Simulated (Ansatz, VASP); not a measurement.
## Ge2Se3 in VASP and in Ansatz

```
Ge Se
1.0
     3.32526    1.91984    6.05247
    -3.32526    1.91984    6.05247
     0.00000   -3.83968    6.05247
Ge Se
4 6
Direct
  0.85218 0.85218 0.85218
  0.64782 0.64782 0.64782
  0.14782 0.14782 0.14782
  0.35218 0.35218 0.35218
  0.05625 0.44375 0.75000
  0.75000 0.05625 0.44375
  0.44375 0.75000 0.05625
  0.94375 0.55625 0.25000
  0.25000 0.94375 0.55625
  0.55625 0.25000 0.94375
```

Alike in both runs: task single point; functional PBE; k mesh 3 × 3 × 3; occupations gaussian, width 0.1 eV; no spin polarisation.

|  | VASP | Ansatz |
| --- | --- | --- |
| version | VASP 6.6.1 | Ansatz 0.2.0 |
| potentials or method | VASP PAW PBE potentials, release 64 (Ge_d, Se), cutoff 520 eV | scalar-relativistic, plane waves, PAW |
| valence electrons in the cell | 92 | 152 |

|  | VASP | Ansatz | Ansatz less VASP |
| --- | --- | --- | --- |
| gap on the k mesh at the Fermi level (eV) | none | none | - |
| pressure (GPa) | 2.3 | 2.2 | -0.05 |
| traceless stress, the component that is largest in VASP (GPa) | -0.30 | -0.30 | +0.001 |
| rms of the force components (eV/Å) | 0.092 | 0.092 | 0.0000 |

Atom by atom the forces differ by 0.000 eV/Å (rms over components). A gap of «none» marks a metal or a gap that the smearing closes. With one functional, cell and mesh, what is left measures potentials, basis and numerics. VASP's potentials hold 92 valence electrons a cell and Ansatz's 152, so a difference there can come from the potentials and not from the codes.

The k mesh is coarse, so the values compare programs but aren't converged.
